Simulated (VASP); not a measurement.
# HgTe (Coloradoite) (F-43m) in VASP: notebook

HgTe (Coloradoite) is run at these levels: PBE, r2SCAN; tasks: single point.

Program: VASP 6.6.1. These are calculated values, not measurements. Logs are shortened: lines on timing, memory, paths and dates and some standing lists are left out, and cuts for length are marked.

### 1 The cell of the first run

Symmetry: F-43m, No. 216, cubic system. The conventional cell has a = 6.578 Å, b = 6.578 Å, c = 6.578 Å, α = 90.00°, β = 90.00°, γ = 90.00°. Hg (site symmetry -43m) has 4 Te at 2.85 Å within 3.8 Å. Te (site symmetry -43m) has 4 Hg at 2.85 Å within 3.8 Å.

### 2 Single point, PBE

Contents of INCAR:

```
PREC = Accurate
ENCUT = 520
EDIFF = 1E-7
ISMEAR = -1
SIGMA = 0.02
LREAL = F
LASPH = T
NELM = 80
ALGO = Normal
ISIF = 2
LWAVE = F
LCHARG = T
GGA = PE
LELF = T
LVHAR = T
NBANDS = 16
```

Contents of KPOINTS:

```
regular mesh
0
Gamma
  6 6 6
```

Contents of POSCAR:

```
HgTe
1.0
    0.0000000000      3.2891972877      3.2891972877
    3.2891972877      0.0000000000      3.2891972877
    3.2891972877      3.2891972877      0.0000000000
Hg Te
1 1
Direct
    0.0000000000      0.0000000000      0.0000000000
    0.2500000000      0.2500000000      0.2500000000
```

Potentials or basis: VASP PAW PBE potentials, release 64 (Hg, Te).

Command:

```
cat potpaw_PBE.64/Hg/POTCAR potpaw_PBE.64/Te/POTCAR > POTCAR
mpirun -np 1 vasp_std > vasp.out
```

OUTCAR:

```text
PREC = Accurate
   ENCUT = 520
   EDIFF = 1E-7
   ISMEAR = -1
   LREAL = F
   LASPH = T
   NELM = 80
   ISIF = 2
   GGA = PE

 ion  position               nearest neighbor table
   1  0.000  0.000  0.000-   2 2.85   2 2.85   2 2.85   2 2.85
   2  0.250  0.250  0.250-   1 2.85   1 2.85   1 2.85   1 2.85

  LATTYP: Found a face centered cubic cell.
 ALAT       =     6.5783945754

  Lattice vectors:

 A1 = (   0.0000000000,   3.2891972877,   3.2891972877)
 A2 = (   3.2891972877,   0.0000000000,   3.2891972877)
 A3 = (   3.2891972877,   3.2891972877,   0.0000000000)

Analysis of symmetry for initial positions (statically):
=====================================================================
 Subroutine PRICEL returns:
 Original cell was already a primitive cell.

 Routine SETGRP: Setting up the symmetry group for a
 face centered cubic supercell.

 Subroutine GETGRP returns: Found 24 space group operations
 (whereof 24 operations were pure point group operations)
 out of a pool of 48 trial point group operations.

The static configuration has the point symmetry T_d .

Analysis of symmetry for dynamics (positions and initial velocities):
=====================================================================
 Subroutine PRICEL returns:
 Original cell was already a primitive cell.

 Routine SETGRP: Setting up the symmetry group for a
 face centered cubic supercell.

 Subroutine GETGRP returns: Found 24 space group operations
 (whereof 24 operations were pure point group operations)
 out of a pool of 48 trial point group operations.

The dynamic configuration has the point symmetry T_d .

 Subroutine INISYM returns: Found 24 space group operations
 (whereof 24 operations are pure point group operations),
 and found     1 'primitive' translations

----------------------------------------------------------------------------------------

                                     Primitive cell

  volume of cell :      71.1705

  direct lattice vectors                    reciprocal lattice vectors
     0.000000000  3.289197288  3.289197288    -0.152012773  0.152012773  0.152012773
     3.289197288  0.000000000  3.289197288     0.152012773 -0.152012773  0.152012773
     3.289197288  3.289197288  0.000000000     0.152012773  0.152012773 -0.152012773

  length of vectors
     4.651627414  4.651627414  4.651627414     0.263293846  0.263293846  0.263293846

  position of ions in fractional coordinates (direct lattice)
     0.000000000  0.000000000  0.000000000
     0.250000000  0.250000000  0.250000000

  ion indices of the primitive-cell ions
   primitive index   ion index
                 1           1
                 2           2

----------------------------------------------------------------------------------------

 KPOINTS: regular mesh

Automatic generation of k-mesh.
 Grid dimensions read from file:
 generate k-points for:    6    6    6

 Generating k-lattice:

  Cartesian coordinates                     Fractional coordinates (reciprocal lattice)
    -0.025335462  0.025335462  0.025335462     0.166666667  0.000000000  0.000000000
     0.025335462 -0.025335462  0.025335462     0.000000000  0.166666667  0.000000000
     0.025335462  0.025335462 -0.025335462     0.000000000  0.000000000  0.166666667

  Length of vectors
     0.043882308  0.043882308  0.043882308

  Shift w.r.t. Gamma in fractional coordinates (k-lattice)
     0.000000000  0.000000000  0.000000000

 Subroutine IBZKPT returns following result:
 ===========================================

 Found     16 irreducible k-points:

 Following reciprocal coordinates:
            Coordinates               Weight
  0.000000  0.000000  0.000000      1.000000
  0.166667  0.000000  0.000000      8.000000
  0.333333  0.000000  0.000000      8.000000
  0.500000  0.000000  0.000000      4.000000
  0.166667  0.166667  0.000000      6.000000
  0.333333  0.166667  0.000000     24.000000
[... 8 lines left out ...]
 -0.333333  0.333333  0.166667     24.000000
 -0.333333  0.500000  0.166667     12.000000
   k-points           NKPTS =     16   k-points in BZ     NKDIM =     16   number of bands    NBANDS=     16
   number of dos      NEDOS =    301   number of ions     NIONS =      2
   total plane-waves  NPLWV =  46656
   dimension x,y,z NGX =    36 NGY =   36 NGZ =   36
   dimension x,y,z NGXF=    72 NGYF=   72 NGZF=   72
   ions per type =               1   1
   NGX,Y,Z   is equivalent  to a cutoff of  12.87, 12.87, 12.87 a.u.
   NGXF,Y,Z  is equivalent  to a cutoff of  25.73, 25.73, 25.73 a.u.
 SYSTEM =  unknown system
   PREC   = accura    normal or accurate (medium, high low for compatibility)
   ISTART =      0    job   : 0-new  1-cont  2-samecut
   ICHARG =      2    charge: 1-file 2-atom 10-const
   ISPIN  =      1    spin polarized calculation?
   LNONCOLLINEAR =      F non collinear calculations
   LSORBIT =      F    spin-orbit coupling
   LASPH  =      T    aspherical Exc in radial PAW
   ENCUT  =  520.0 eV  38.22 Ry    6.18 a.u.   8.65  8.65  8.65*2*pi/ulx,y,z
   NELM   =     80;   NELMIN=  2; NELMDL= -5     # of ELM steps
   EDIFF  = 0.1E-06   stopping-criterion for ELM
   LREAL  =      F    real-space projection
   EDIFFG = 0.1E-05   stopping-criterion for IOM
   NSW    =      0    number of steps for IOM
   IBRION =     -1    ionic relax: 0-MD 1-quasi-New 2-CG
   NFREE  =      0    steps in history (QN), initial steepest desc. (CG)
   ISIF   =      2    stress and relaxation
   ISYM   =      2    0-nonsym 1-usesym 2-fastsym
   POTIM  = 0.5000    time-step for ionic-motion
   TEBEG  =    0.0;   TEEND  =   0.0 temperature during run
   PSTRESS=    0.0 pullay stress
   NELECT =      18.0000    total number of electrons
   NUPDOWN=      -1.0000    fix difference up-down
   EMIN   =  10.00;   EMAX   =-10.00  energy-range for DOS
   EFERMI =   0.00;   METHOD = LEGACY
   ISMEAR =    -1;   SIGMA  =   0.02  broadening in eV -4-tet -1-fermi 0-gaus
   EFERMI_NEDOS =   21; number of points for ismear=-14 and -15
   IALGO  =     38    algorithm
   IMIX   =      4    mixing-type and parameters
     AMIX     =   0.40;   BMIX     =  1.00
     AMIX_MAG =   1.60;   BMIX_MAG =  1.00
  volume/ion in A,a.u.               =      35.59       240.14
  Fermi-wavevector in a.u.,A,eV,Ry     =   1.035299  1.956431 14.583320  1.071844
  Thomas-Fermi vector in A             =   2.169635
   LORBIT       =      0    0 simple, 1 ext, 2 COOP (PROOUT), +10 PAW based schemes
   GGA     = PE    functional components
   LHFCALC =     F    Hartree Fock is set to
   AEXX    =    0.0000 exact exchange contribution
   IVDW    =     0    specifies the selected vdW correction
   LEPSILON=     F    determine dielectric tensor
   LRPA    =     F    only Hartree local field effects (RPA)
 non-spin polarized calculation
  energy-cutoff  :      520.00
  volume of cell :       71.17
 maximum number of plane-waves:      1936
 NGX is ok and might be reduce to    36
   NGX = 17   NGY = 17   NGZ = 17

 number of electron      18.0000001 magnetization

 Free energy of the ion-electron system (eV)
  ---------------------------------------------------
  ext. energy  EPLUGINS =         0.00000000
  ---------------------------------------------------
  free energy    TOTEN  =        -3.63066323 eV

  energy without entropy =       -3.63030956  energy(sigma->0) =       -3.63048639

 E-fermi :   2.5735     XC(G=0):  -8.5022

 val. band max:        2.5596801176   @ k =   0.0000   0.0000   0.0000
 cond. band min:       3.2610836614   @ k =   0.5000   0.0000   0.0000
 fundamental gap:      0.7014035438
 Fermi energy:         2.5735436495

 k-point     1 :       0.0000    0.0000    0.0000
  band No.  band energies     occupation
      1      -9.0626      2.00000
      2      -4.5044      2.00000
      3      -4.5044      2.00000
      4      -4.5044      2.00000
      5      -4.0369      2.00000
      6      -4.0369      2.00000
[... 8 lines left out ...]
     15      12.0344      0.00000
     16      12.0344      0.00000

 k-point     2 :       0.1667    0.0000    0.0000
  band No.  band energies     occupation
      1      -8.9437      2.00000
      2      -4.4724      2.00000
      3      -4.4724      2.00000
      4      -4.4469      2.00000
      5      -4.0391      2.00000
      6      -4.0391      2.00000
[... 8 lines left out ...]
     15      11.1263      0.00000
     16      11.1263      0.00000

 k-point     3 :       0.3333    0.0000    0.0000
  band No.  band energies     occupation
      1      -8.6898      2.00000
      2      -4.4167      2.00000
      3      -4.4167      2.00000
      4      -4.1740      2.00000
      5      -4.0309      2.00000
      6      -4.0309      2.00000
[... 8 lines left out ...]
     15      11.4116      0.00000
     16      11.4116      0.00000

 k-point     4 :       0.5000    0.0000    0.0000
  band No.  band energies     occupation
      1      -8.5542      2.00000
      2      -4.3949      2.00000
      3      -4.3949      2.00000
      4      -4.0185      2.00000
      5      -4.0185      2.00000
      6      -3.7645      2.00000
[... 8 lines left out ...]
     15      12.5382      0.00000
     16      12.5382      0.00000
[... 172 lines left out ...]
 k-point    14 :       0.5000    0.3333    0.1667
  band No.  band energies     occupation
      1      -8.5150      2.00000
      2      -4.3494      2.00000
      3      -4.3274      2.00000
      4      -4.1594      2.00000
      5      -4.0151      2.00000
      6      -3.8939      2.00000
[... 8 lines left out ...]
     15      12.6778      0.00000
     16      13.5356      0.00000

 k-point    15 :      -0.3333    0.3333    0.1667
  band No.  band energies     occupation
      1      -8.4232      2.00000
      2      -4.3285      2.00000
      3      -4.3003      2.00000
      4      -4.0786      2.00000
      5      -4.0425      2.00000
      6      -3.6211      2.00000
[... 8 lines left out ...]
     15      12.8019      0.00000
     16      13.4192      0.00000

 k-point    16 :      -0.3333    0.5000    0.1667
  band No.  band energies     occupation
      1      -8.3777      2.00000
      2      -4.3048      2.00000
      3      -4.2543      2.00000
      4      -4.1382      2.00000
      5      -4.0200      2.00000
      6      -3.5350      2.00000
[... 8 lines left out ...]
     15      13.2885      0.00000
     16      13.5433      0.00000

------------------------ aborting loop because EDIFF is reached ----------------------------------------

  FORCE on cell =-STRESS in cart. coord.  units (eV):
  Direction    XX          YY          ZZ          XY          YZ          ZX
  --------------------------------------------------------------------------------------
  -------------------------------------------------------------------------------------
  Total        0.5911570      0.5911570      0.5911570      0.0000000     -0.0000000      0.0000000
  in kB       13.3080265     13.3080265     13.3080265      0.0000000     -0.0000000      0.0000000
  external PRESSURE =      13.3080265 kB  Pullay stress =       0.0000000 kB

 VOLUME and BASIS-vectors are now :
 -----------------------------------------------------------------------------
  energy-cutoff  :      520.00
  volume of cell :       71.17
      direct lattice vectors                 reciprocal lattice vectors
     0.000000000  3.289197288  3.289197288    -0.152012773  0.152012773  0.152012773
     3.289197288  0.000000000  3.289197288     0.152012773 -0.152012773  0.152012773
     3.289197288  3.289197288  0.000000000     0.152012773  0.152012773 -0.152012773

 POSITION                                       TOTAL-FORCE (eV/Angst)
 -----------------------------------------------------------------------------------
      0.00000      0.00000      0.00000        -0.000000     -0.000000     -0.000000
      1.64460      1.64460      1.64460         0.000000      0.000000      0.000000
 -----------------------------------------------------------------------------------
    total drift:                               -0.000000     -0.000000     -0.000000

  FREE ENERGIE OF THE ION-ELECTRON SYSTEM (eV)
  ---------------------------------------------------
  free  energy   TOTEN  =        -3.6306632269 eV

  energy  without entropy=       -3.6303095557  energy(sigma->0) =       -3.63048639
```

Run time: 13 s. Hardware: 1 thread of Intel Xeon Platinum 8488C (Sapphire Rapids), shared host; peak memory 0.21 GiB.

Results:

| Quantity | Value |
| --- | --- |
| Free energy | -3.6307 eV |
| Pressure | 1.3 GPa |
| Band gap on the k mesh | zero (filled and empty bands touch) |

Caveat: spin-orbit coupling is left out, which moves the levels of the heavy elements.

### 3 Single point, r2SCAN

POSCAR is that of step 2.

Contents of INCAR.step1:

```
SYSTEM = HgTe
ALGO     = Normal         ! electronic algorithm
EDIFF    = 1E-4           ! SCF threshold, eV
ENCUT    = 520            ! plane-wave cutoff, eV
GGA      = PE             ! functional
ISMEAR   = -1             ! smearing method
LASPH    = .TRUE.         ! aspherical terms in the spheres
LCHARG   = .FALSE.        ! write CHGCAR
LREAL    = .FALSE.        ! projectors in reciprocal space
LWAVE    = .TRUE.         ! write WAVECAR
NBANDS   = 16             ! bands
NELM     = 100            ! most SCF steps
PREC     = Accurate       ! precision mode
SIGMA    = 0.02           ! smearing width, eV
```

Contents of INCAR.step2:

```
SYSTEM = HgTe
ALGO     = Normal         ! electronic algorithm
EDIFF    = 1E-6           ! SCF threshold, eV
ENCUT    = 520            ! plane-wave cutoff, eV
ISIF     = 2              ! what is computed and relaxed
ISMEAR   = -1             ! smearing method
ISTART   = 1            
LASPH    = .TRUE.         ! aspherical terms in the spheres
LCHARG   = .FALSE.        ! write CHGCAR
LMIXTAU  = .TRUE.       
LREAL    = .FALSE.        ! projectors in reciprocal space
LWAVE    = .FALSE.        ! write WAVECAR
METAGGA  = R2SCAN         ! meta-GGA
NBANDS   = 16             ! bands
NELM     = 100            ! most SCF steps
PREC     = Accurate       ! precision mode
SIGMA    = 0.02           ! smearing width, eV
```

Contents of KPOINTS:

```
k-points
0
G
  6 6 6
  0 0 0
```

Potentials or basis: VASP PAW PBE potentials, release 64 (Hg, Te).

Command:

```
cat potpaw_PBE.64/Hg/POTCAR potpaw_PBE.64/Te/POTCAR > POTCAR
cp INCAR.step1 INCAR
mpirun -np 1 vasp_std > vasp.out
cp INCAR.step2 INCAR
mpirun -np 1 vasp_std > vasp.out
```

It took 43 s on 1 thread of Intel Xeon Platinum 8488C (Sapphire Rapids), shared host; peak memory 0.21 GiB.

It converged, with:

```yaml
Free_energy: -75.1541 eV
Pressure: 0.0 GPa
Band_gap_on_the_k_mesh: zero (filled and empty bands touch)
```

Levels at points of the mesh, in eV from the Fermi level:
| k point | band 6 | band 7 | band 8 | band 9 | band 10 | band 11 | band 12 | band 13 |
| --- | --- | --- | --- | --- | --- | --- | --- | --- |
| (0.00, 0.00, 0.00) | -6.85 | -0.57 | -0.01 | -0.01 | -0.01 | 4.65 | 4.65 | 4.65 |
| (0.50, 0.00, 0.00) | -6.56 | -5.31 | -0.93 | -0.93 | 0.93 | 5.41 | 5.41 | 7.13 |
| (0.50, 0.50, 0.00) | -6.42 | -5.31 | -2.14 | -2.14 | 2.08 | 2.85 | 8.49 | 9.21 |

Caveat: the PAW data sets were made with another functional, which shifts forces and pressure a little; spin-orbit coupling is left out, which moves the levels of the heavy elements.

### 4 Single point, PBE

Contents of INCAR:

```
SYSTEM = HgTe
  PREC = Accurate
  ENCUT = 520
  EDIFF = 1E-6
  ISMEAR = -1
  SIGMA = 0.02
  LREAL = .FALSE.
  LASPH = .TRUE.
  NELM = 100
  ALGO = Normal
  ISIF = 2
  LWAVE = .FALSE.
  LCHARG = .FALSE.
  GGA = PE
  NBANDS = 16
```

Contents of KPOINTS:

```
regular mesh
0
G
  6 6 6
  0 0 0
```

Contents of POSCAR:

```
HgTe
1.0
    0.0000000000      3.2891972970      3.2891972970
    3.2891972970      0.0000000000      3.2891972970
    3.2891972970      3.2891972970      0.0000000000
Hg Te
1 1
Direct
    0.0000000000      0.0000000000      0.0000000000
    0.2500000000      0.2500000000      0.2500000000
```

Command:

```
cat potpaw_PBE.64/Hg/POTCAR potpaw_PBE.64/Te/POTCAR > POTCAR
mpirun -np 1 vasp_std > vasp.out
```

It took 43 s on 1 thread of AMD EPYC 7R13, shared host; peak memory 0.18 GiB.

The run converged. Its results:

| Property | Result |
| --- | --- |
| Free energy | -3.6307 eV |
| Pressure | 1.3 GPa |
| Band gap on the k mesh | zero (filled and empty bands touch) |

Levels at points of the mesh, in eV from the Fermi level:
```tsv
k point	band 7	band 8	band 9	band 10	band 11	band 12
(0.00, 0.00, 0.00)	-0.87	-0.01	-0.01	-0.01	4.30	4.30
(0.50, 0.00, 0.00)	-5.17	-0.90	-0.90	0.69	5.07	5.07
(0.50, 0.50, 0.00)	-5.17	-2.07	-2.07	1.90	2.61	8.02
```

Caveat: spin-orbit coupling is left out, which moves the levels of the heavy elements.

(Continued in part 2 of 2.)
